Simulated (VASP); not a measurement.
A run of VASP 6.6.1:

The input INCAR:

```
SYSTEM = Si
  PREC = Accurate
  ENCUT = 520
  EDIFF = 1E-7
  ISMEAR = -1
  SIGMA = 0.1
  LREAL = .FALSE.
  LASPH = .TRUE.
  NELM = 60
  ALGO = Normal
  ISIF = 2
  LWAVE = .FALSE.
  LCHARG = .FALSE.
  GGA = RP
  NBANDS = 11
```

File KPOINTS:

```
Automatic mesh
0
G
  10 10 6
  0 0 0
```

POSCAR

```
Si
1.0
    2.4440000000      0.0000000000      0.0000000000
   -1.2220000000      2.1165660868      0.0000000000
    0.0000000000      0.0000000000      4.1520000000
Si
2
Direct
    0.3333333333      0.6666666667      0.2500000000
    0.6666666667      0.3333333333      0.7500000000
```

Potentials or basis: VASP PAW PBE potentials, release 64 (Si).

Command:

```console
$ cat potpaw_PBE.64/Si/POTCAR > POTCAR
$ mpirun -np 1 vasp_std > vasp.out
```

Hardware: 1 thread of Intel Xeon 8259CL, with other jobs on the host.

Problem. Estimate the wall time of this run.

Solution. Wall time 14 s on 1 thread of Intel Xeon 8259CL, with other jobs on the host, peak memory 0.13 GiB. Counts: scf iterations 12, k points 56.
